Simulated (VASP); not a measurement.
# Sc3Ge (P-6m2) in VASP: single point with PBE

Aim: the single point of Sc3Ge with PBE.

Program: VASP 6.6.1. These are calculated values, not measurements. Logs are shortened: lines on timing, memory, paths and dates and some standing lists are left out, and cuts for length are marked.

## 1. The cell of the first run

It takes space group P-6m2 (No. 187, hexagonal). The conventional cell has a = 3.074 Å, b = 3.074 Å, c = 9.263 Å, α = 90.00°, β = 90.00°, γ = 120.00°. Sc (site symmetry -6m2) has 12 Sc at 3.04 to 3.07 Å within 4.0 Å. Within 3.7 Å of Sc (site symmetry 3m) lie 3 Ge at 2.79 Å and 9 Sc at 3.04 to 3.07 Å. Within 3.7 Å of Ge (site symmetry -6m2) lie 6 Sc at 2.79 Å and 6 Ge at 3.07 Å.

The cell was built from a structure type or drawn by symmetry, and may not be a known phase.

## 2. Single point, PBE

The input, INCAR:

```
ALGO = Normal
EDIFF = 1E-6
ENCUT = 520
GGA = PE
ISIF = 2
ISMEAR = 0
LASPH = T
LCHARG = T
LELF = T
LREAL = F
LVHAR = T
LWAVE = F
NBANDS = 32
NELM = 100
PREC = Accurate
SIGMA = 0.1
```

The input, KPOINTS:

```
k-points
0
Gamma
  6 6 2
```

The input, POSCAR:

```
Sc3Ge
1.0
    3.0741563000      0.0000000000      0.0000000000
   -1.5370781500      2.6622974500      0.0000000000
    0.0000000000      0.0000000000      9.2625642200
Sc Ge
3 1
Direct
    0.0000000000      0.0000000000      0.0000000000
    0.6666666700      0.3333333300      0.7329089000
    0.6666666700      0.3333333300      0.2670911000
    0.0000000000      0.0000000000      0.5000000000
```

Potentials or basis: VASP PAW PBE potentials, release 64 (Sc_sv, Ge_d).

The run is started by

```console
$ cat potpaw_PBE.64/Sc_sv/POTCAR potpaw_PBE.64/Ge_d/POTCAR > POTCAR
$ mpirun -np 1 vasp_std > vasp.out
```

OUTCAR:

```text
EDIFF = 1E-6
   ENCUT = 520
   GGA = PE
   ISIF = 2
   ISMEAR = 0
   LASPH = T
   LREAL = F
   NELM = 100
   PREC = Accurate

 ion  position               nearest neighbor table
   1  0.000  0.000  0.000-   2 3.04   3 3.04   2 3.04   3 3.04   2 3.04   3 3.04
   2  0.667  0.333  0.733-   4 2.79   4 2.79   4 2.79   1 3.04   1 3.04   1 3.04
   3  0.667  0.333  0.267-   4 2.79   4 2.79   4 2.79   1 3.04   1 3.04   1 3.04
   4  0.000  0.000  0.500-   2 2.79   3 2.79   2 2.79   3 2.79   2 2.79   3 2.79

  LATTYP: Found a hexagonal cell.
 ALAT       =     3.0741563000
 C/A-ratio  =     3.0130427070

  Lattice vectors:

 A1 = (   3.0741563000,   0.0000000000,   0.0000000000)
 A2 = (  -1.5370781500,   2.6622974500,   0.0000000000)
 A3 = (   0.0000000000,   0.0000000000,   9.2625642200)

Analysis of symmetry for initial positions (statically):
=====================================================================
 Subroutine PRICEL returns:
 Original cell was already a primitive cell.

 Routine SETGRP: Setting up the symmetry group for a
 hexagonal supercell.

 Subroutine GETGRP returns: Found 12 space group operations
 (whereof 12 operations were pure point group operations)
 out of a pool of 24 trial point group operations.

The static configuration has the point symmetry D_3h.

Analysis of symmetry for dynamics (positions and initial velocities):
=====================================================================
 Subroutine PRICEL returns:
 Original cell was already a primitive cell.

 Routine SETGRP: Setting up the symmetry group for a
 hexagonal supercell.

 Subroutine GETGRP returns: Found 12 space group operations
 (whereof 12 operations were pure point group operations)
 out of a pool of 24 trial point group operations.

The dynamic configuration has the point symmetry D_3h.

 Subroutine INISYM returns: Found 12 space group operations
 (whereof 12 operations are pure point group operations),
 and found     1 'primitive' translations

----------------------------------------------------------------------------------------

                                     Primitive cell

  volume of cell :      75.8078

  direct lattice vectors                    reciprocal lattice vectors
     3.074156300  0.000000000  0.000000000     0.325292504  0.187807715  0.000000000
    -1.537078150  2.662297450  0.000000000     0.000000000  0.375615429  0.000000000
     0.000000000  0.000000000  9.262564220     0.000000000  0.000000000  0.107961465

  length of vectors
     3.074156300  3.074156299  9.262564220     0.375615429  0.375615429  0.107961465

  position of ions in fractional coordinates (direct lattice)
     0.000000000  0.000000000  0.000000000
     0.666666670  0.333333330  0.732908900
     0.666666670  0.333333330  0.267091100
     0.000000000  0.000000000  0.500000000

  ion indices of the primitive-cell ions
   primitive index   ion index
                 1           1
                 2           2
                 3           3
                 4           4

----------------------------------------------------------------------------------------

 KPOINTS: k-points

Automatic generation of k-mesh.
 Grid dimensions read from file:
 generate k-points for:    6    6    2

 Generating k-lattice:

  Cartesian coordinates                     Fractional coordinates (reciprocal lattice)
     0.054215417  0.031301286  0.000000000     0.166666667 -0.000000000  0.000000000
     0.000000000  0.062602572  0.000000000     0.000000000  0.166666667  0.000000000
     0.000000000  0.000000000  0.053980732     0.000000000  0.000000000  0.500000000

  Length of vectors
     0.062602572  0.062602572  0.053980732

  Shift w.r.t. Gamma in fractional coordinates (k-lattice)
     0.000000000  0.000000000  0.000000000

 Subroutine IBZKPT returns following result:
 ===========================================

 Found     14 irreducible k-points:

 Following reciprocal coordinates:
            Coordinates               Weight
  0.000000  0.000000  0.000000      1.000000
  0.166667  0.000000  0.000000      6.000000
  0.333333  0.000000  0.000000      6.000000
  0.500000  0.000000  0.000000      3.000000
  0.166667  0.166667  0.000000      6.000000
  0.333333  0.166667  0.000000     12.000000
  0.333333  0.333333  0.000000      2.000000
  0.000000  0.000000  0.500000      1.000000
  0.166667  0.000000  0.500000      6.000000
  0.333333  0.000000  0.500000      6.000000
  0.500000  0.000000  0.500000      3.000000
  0.166667  0.166667  0.500000      6.000000
  0.333333  0.166667  0.500000     12.000000
  0.333333  0.333333  0.500000      2.000000
   k-points           NKPTS =     14   k-points in BZ     NKDIM =     14   number of bands    NBANDS=     32
   number of dos      NEDOS =    301   number of ions     NIONS =      4
   total plane-waves  NPLWV =  40320
   dimension x,y,z NGX =    24 NGY =   24 NGZ =   70
   dimension x,y,z NGXF=    48 NGYF=   48 NGZF=  140
   ions per type =               3   1
   NGX,Y,Z   is equivalent  to a cutoff of  12.98, 12.98, 12.56 a.u.
   NGXF,Y,Z  is equivalent  to a cutoff of  25.96, 25.96, 25.13 a.u.
 SYSTEM =  unknown system
   PREC   = accura    normal or accurate (medium, high low for compatibility)
   ISTART =      0    job   : 0-new  1-cont  2-samecut
   ICHARG =      2    charge: 1-file 2-atom 10-const
   ISPIN  =      1    spin polarized calculation?
   LNONCOLLINEAR =      F non collinear calculations
   LSORBIT =      F    spin-orbit coupling
   LASPH  =      T    aspherical Exc in radial PAW
   ENCUT  =  520.0 eV  38.22 Ry    6.18 a.u.   5.72  5.72 17.22*2*pi/ulx,y,z
   NELM   =    100;   NELMIN=  2; NELMDL= -5     # of ELM steps
   EDIFF  = 0.1E-05   stopping-criterion for ELM
   LREAL  =      F    real-space projection
   EDIFFG = 0.1E-04   stopping-criterion for IOM
   NSW    =      0    number of steps for IOM
   IBRION =     -1    ionic relax: 0-MD 1-quasi-New 2-CG
   NFREE  =      0    steps in history (QN), initial steepest desc. (CG)
   ISIF   =      2    stress and relaxation
   ISYM   =      2    0-nonsym 1-usesym 2-fastsym
   POTIM  = 0.5000    time-step for ionic-motion
   TEBEG  =    0.0;   TEEND  =   0.0 temperature during run
   PSTRESS=    0.0 pullay stress
   NELECT =      47.0000    total number of electrons
   NUPDOWN=      -1.0000    fix difference up-down
   EMIN   =  10.00;   EMAX   =-10.00  energy-range for DOS
   EFERMI =   0.00;   METHOD = LEGACY
   ISMEAR =     0;   SIGMA  =   0.10  broadening in eV -4-tet -1-fermi 0-gaus
   EFERMI_NEDOS =   21; number of points for ismear=-14 and -15
   IALGO  =     38    algorithm
   IMIX   =      4    mixing-type and parameters
     AMIX     =   0.40;   BMIX     =  1.00
     AMIX_MAG =   1.60;   BMIX_MAG =  1.00
  volume/ion in A,a.u.               =      18.95       127.89
  Fermi-wavevector in a.u.,A,eV,Ry     =   1.395949  2.637961 26.513312  1.948673
  Thomas-Fermi vector in A             =   2.519351
   LORBIT       =      0    0 simple, 1 ext, 2 COOP (PROOUT), +10 PAW based schemes
   GGA     = PE    functional components
   LHFCALC =     F    Hartree Fock is set to
   AEXX    =    0.0000 exact exchange contribution
   IVDW    =     0    specifies the selected vdW correction
   LEPSILON=     F    determine dielectric tensor
   LRPA    =     F    only Hartree local field effects (RPA)
 non-spin polarized calculation
 Gauss-broadening in eV      SIGMA  =   0.10
  energy-cutoff  :      520.00
  volume of cell :       75.81
 maximum number of plane-waves:      2062
 NGX is ok and might be reduce to    24
   NGX = 11   NGY = 11   NGZ = 35

 number of electron      46.9999992 magnetization

 Free energy of the ion-electron system (eV)
  ---------------------------------------------------
  ext. energy  EPLUGINS =         0.00000000
  ---------------------------------------------------
  free energy    TOTEN  =       -23.63755680 eV

  energy without entropy =      -23.60665788  energy(sigma->0) =      -23.62210734

 E-fermi :   5.6427     XC(G=0): -11.0489

 val. band max:        5.6325111528   @ k =   0.3333   0.0000   0.5000
 cond. band min:       5.6709862794   @ k =   0.5000   0.0000   0.0000
 fundamental gap:      0.0384751267
 Fermi energy:         5.6426899774

 k-point     1 :       0.0000    0.0000    0.0000
  band No.  band energies     occupation
      1     -43.2897      2.00000
      2     -43.2750      2.00000
      3     -43.1020      2.00000
      4     -22.1895      2.00000
      5     -22.0050      2.00000
      6     -21.6643      2.00000
[... 24 lines left out ...]
     31       8.8616      0.00000
     32       8.8616      0.00000

 k-point     2 :       0.1667    0.0000    0.0000
  band No.  band energies     occupation
      1     -43.2655      2.00000
      2     -43.2538      2.00000
      3     -43.0839      2.00000
      4     -22.1431      2.00000
      5     -21.9977      2.00000
      6     -21.8167      2.00000
[... 24 lines left out ...]
     31       8.6160      0.00000
     32       8.6359      0.00000

 k-point     3 :       0.3333    0.0000    0.0000
  band No.  band energies     occupation
      1     -43.2164      2.00000
      2     -43.2111      2.00000
      3     -43.0479      2.00000
      4     -22.1418      2.00000
      5     -22.1017      2.00000
      6     -22.0341      2.00000
[... 24 lines left out ...]
     31       9.2116      0.00000
     32       9.3985      0.00000

 k-point     4 :       0.5000    0.0000    0.0000
  band No.  band energies     occupation
      1     -43.1915      2.00000
      2     -43.1896      2.00000
      3     -43.0299      2.00000
      4     -22.2572      2.00000
      5     -22.2341      2.00000
      6     -22.1228      2.00000
[... 24 lines left out ...]
     31       9.8280      0.00000
     32       9.8625      0.00000

 k-point     5 :       0.1667    0.1667    0.0000
  band No.  band energies     occupation
      1     -43.2288      2.00000
      2     -43.2218      2.00000
      3     -43.0569      2.00000
      4     -22.0947      2.00000
      5     -22.0186      2.00000
      6     -21.9848      2.00000
[... 24 lines left out ...]
     31       8.4773      0.00000
     32       9.2226      0.00000

 k-point     6 :       0.3333    0.1667    0.0000
  band No.  band energies     occupation
      1     -43.1916      2.00000
      2     -43.1896      2.00000
      3     -43.0299      2.00000
      4     -22.1878      2.00000
      5     -22.1598      2.00000
      6     -22.0759      2.00000
[... 24 lines left out ...]
     31       8.9561      0.00000
     32       9.5325      0.00000

 k-point     7 :       0.3333    0.3333    0.0000
  band No.  band energies     occupation
      1     -43.1791      2.00000
      2     -43.1789      2.00000
      3     -43.0209      2.00000
      4     -22.1120      2.00000
      5     -22.0749      2.00000
      6     -22.0514      2.00000
[... 24 lines left out ...]
     31       9.2407      0.00000
     32       9.2521      0.00000

 k-point     8 :       0.0000    0.0000    0.5000
  band No.  band energies     occupation
      1     -43.2893      2.00000
      2     -43.2755      2.00000
      3     -43.1020      2.00000
      4     -22.2009      2.00000
      5     -21.9864      2.00000
      6     -21.6644      2.00000
[... 24 lines left out ...]
     31       8.6430      0.00000
     32       8.6430      0.00000

 k-point     9 :       0.1667    0.0000    0.5000
  band No.  band energies     occupation
      1     -43.2651      2.00000
      2     -43.2542      2.00000
      3     -43.0839      2.00000
      4     -22.1516      2.00000
      5     -21.9831      2.00000
      6     -21.8215      2.00000
[... 24 lines left out ...]
     31       8.1641      0.00000
     32       8.3099      0.00000

 k-point    10 :       0.3333    0.0000    0.5000
  band No.  band energies     occupation
      1     -43.2161      2.00000
      2     -43.2114      2.00000
      3     -43.0479      2.00000
      4     -22.1428      2.00000
      5     -22.0964      2.00000
      6     -22.0325      2.00000
[... 24 lines left out ...]
     31       8.6686      0.00000
     32       9.2725      0.00000

 k-point    11 :       0.5000    0.0000    0.5000
  band No.  band energies     occupation
      1     -43.1912      2.00000
      2     -43.1898      2.00000
      3     -43.0299      2.00000
      4     -22.2603      2.00000
      5     -22.2296      2.00000
      6     -22.1224      2.00000
[... 24 lines left out ...]
     31       9.1115      0.00000
     32      10.0166      0.00000

 k-point    12 :       0.1667    0.1667    0.5000
  band No.  band energies     occupation
      1     -43.2285      2.00000
      2     -43.2221      2.00000
      3     -43.0568      2.00000
      4     -22.0964      2.00000
      5     -22.0100      2.00000
      6     -21.9839      2.00000
[... 24 lines left out ...]
     31       8.3196      0.00000
     32       9.2783      0.00000

 k-point    13 :       0.3333    0.1667    0.5000
  band No.  band energies     occupation
      1     -43.1913      2.00000
      2     -43.1899      2.00000
      3     -43.0299      2.00000
      4     -22.1903      2.00000
      5     -22.1564      2.00000
      6     -22.0745      2.00000
[... 24 lines left out ...]
     31       8.9889      0.00000
     32       9.0656      0.00000

 k-point    14 :       0.3333    0.3333    0.5000
  band No.  band energies     occupation
      1     -43.1791      2.00000
      2     -43.1789      2.00000
      3     -43.0209      2.00000
      4     -22.1160      2.00000
      5     -22.0768      2.00000
      6     -22.0465      2.00000
[... 24 lines left out ...]
     31       8.8028      0.00000
     32       9.2022      0.00000

------------------------ aborting loop because EDIFF is reached ----------------------------------------

  FORCE on cell =-STRESS in cart. coord.  units (eV):
  Direction    XX          YY          ZZ          XY          YZ          ZX
  --------------------------------------------------------------------------------------
  -------------------------------------------------------------------------------------
  Total        6.4378462      6.4378462      6.7880671      0.0000000      0.0000000      0.0000000
  in kB      136.0621801    136.0621800    143.4640058      0.0000000      0.0000000      0.0000000
  external PRESSURE =     138.5294553 kB  Pullay stress =       0.0000000 kB

 VOLUME and BASIS-vectors are now :
 -----------------------------------------------------------------------------
  energy-cutoff  :      520.00
  volume of cell :       75.81
      direct lattice vectors                 reciprocal lattice vectors
     3.074156300  0.000000000  0.000000000     0.325292504  0.187807715  0.000000000
    -1.537078150  2.662297450  0.000000000     0.000000000  0.375615429  0.000000000
     0.000000000  0.000000000  9.262564220     0.000000000  0.000000000  0.107961465

 POSITION                                       TOTAL-FORCE (eV/Angst)
 -----------------------------------------------------------------------------------
      0.00000      0.00000      0.00000        -0.000000      0.000000      0.000000
      1.53708      0.88743      6.78862         0.000000      0.000000      0.014165
      1.53708      0.88743      2.47395         0.000000     -0.000000     -0.014165
      0.00000      0.00000      4.63128        -0.000000      0.000000      0.000000
 -----------------------------------------------------------------------------------
    total drift:                               -0.000033      0.000019      0.000000

  FREE ENERGIE OF THE ION-ELECTRON SYSTEM (eV)
  ---------------------------------------------------
  free  energy   TOTEN  =       -23.6375568037 eV

  energy  without entropy=      -23.6066578787  energy(sigma->0) =      -23.62210734
```

Run time: 66 s. Hardware: 1 thread of Intel Xeon 8259CL, shared host; peak memory 0.2 GiB.

What came out:

```
Free energy            : -23.6376 eV
Pressure               : 13.9 GPa
Largest force          : 0.014 eV/Å
Band gap on the k mesh : zero (an odd number of electrons rules out a gap without spin polarisation)
```

Forces on the atoms (eV/Å):
```
Sc   0.000  0.000  0.000
Sc   0.000  0.000  0.014
Sc   0.000  0.000 -0.014
Ge   0.000  0.000  0.000
```

Levels at points of the mesh, in eV from the Fermi level:
```tsv
k point	band 21	band 22	band 23	band 24	band 25	band 26
(0.00, 0.00, 0.00)	-1.82	-0.38	0.99	1.54	1.73	1.73
(0.50, 0.00, 0.00)	-1.46	-0.84	-0.77	-0.44	0.03	1.49
(0.00, 0.00, 0.50)	-2.68	-0.32	0.86	1.68	1.75	1.75
(0.50, 0.00, 0.50)	-1.60	-1.09	-0.72	-0.30	0.11	1.43
```

Caveat: the k points lie up to 0.39 Å⁻¹ apart, too coarse for converged energies and pressures of a metal.
